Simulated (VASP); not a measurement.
Write the native input for VASP 6.6.1 that does the following.

* Task: single point
* Functional: r2SCAN
* Potentials or basis: VASP PAW PBE potentials, release 64 (Ir_sv_GW)
* Cutoff: 620 eV
* k mesh: 22 × 22 × 22
* Occupations: gaussian, width 0.15 eV
* Spin: no spin polarisation
* Dipole correction: no
* Further INCAR settings: ALGO = Normal; EDIFF = 1e-06; NBANDS = 14

The system is Ir.

```
Ir
1.0
     0.00000    1.96769    1.96769
     1.96769    0.00000    1.96769
     1.96769    1.96769    0.00000
Ir
1
Direct
  0.00000 0.00000 0.00000
```

This cell differs from its parent crystal: strain +0.025 along x and y, +0.025 along z.

The input as run:

POSCAR

```
Ir
1.0
    0.0000000000      1.9676925000      1.9676925000
    1.9676925000      0.0000000000      1.9676925000
    1.9676925000      1.9676925000      0.0000000000
Ir
1
Direct
    0.0000000000      0.0000000000      0.0000000000
```

INCAR.step1

```
SYSTEM = Ir
  PREC = Accurate
  ENCUT = 620
  ISMEAR = 0
  SIGMA = 0.15
  LREAL = .FALSE.
  LASPH = .TRUE.
  NELM = 120
  NBANDS = 14
  GGA = PE
  ALGO = Normal
  EDIFF = 1E-5
  LWAVE = .TRUE.
  LCHARG = .FALSE.
  GGA_COMPAT = .FALSE.
```

INCAR.step2

```
SYSTEM = Ir
  PREC = Accurate
  ENCUT = 620
  EDIFF = 1E-6
  ISMEAR = 0
  SIGMA = 0.15
  LREAL = .FALSE.
  LASPH = .TRUE.
  NELM = 120
  ALGO = Normal
  ISIF = 2
  LWAVE = .FALSE.
  LCHARG = .TRUE.
  METAGGA = R2SCAN
  LMIXTAU = .TRUE.
  LELF = .TRUE.
  LVHAR = .TRUE.
  NBANDS = 14
  ISTART = 1
  GGA_COMPAT = .FALSE.
```

KPOINTS

```
Automatic mesh
0
G
  22 22 22
  0 0 0
```

Potentials or basis: VASP PAW PBE potentials, release 64 (Ir_sv_GW).

Command:

```bash
$ cat potpaw_PBE.64/Ir_sv_GW/POTCAR > POTCAR
$ cp INCAR.step1 INCAR
$ mpirun -np 1 vasp_std > vasp.out
$ cp INCAR.step2 INCAR
$ mpirun -np 1 vasp_std > vasp.out
```

Results of the run:

```yaml
Pressure: -22.9 GPa
Band_gap_on_the_k_mesh: zero (an odd number of electrons rules out a gap without spin polarisation)
```

Caveat: the cell differs from its parent crystal (strain +0.025 along x and y, +0.025 along z); the cell stands under tension; the PAW data sets were made with another functional, which shifts forces and pressure a little; spin-orbit coupling is left out, which moves the levels of the heavy elements.

Wall time 2.2 min on 1 thread of Intel(R) Xeon(R) Platinum 8488C (Sapphire Rapids) (shared host), peak memory 0.22 GiB.
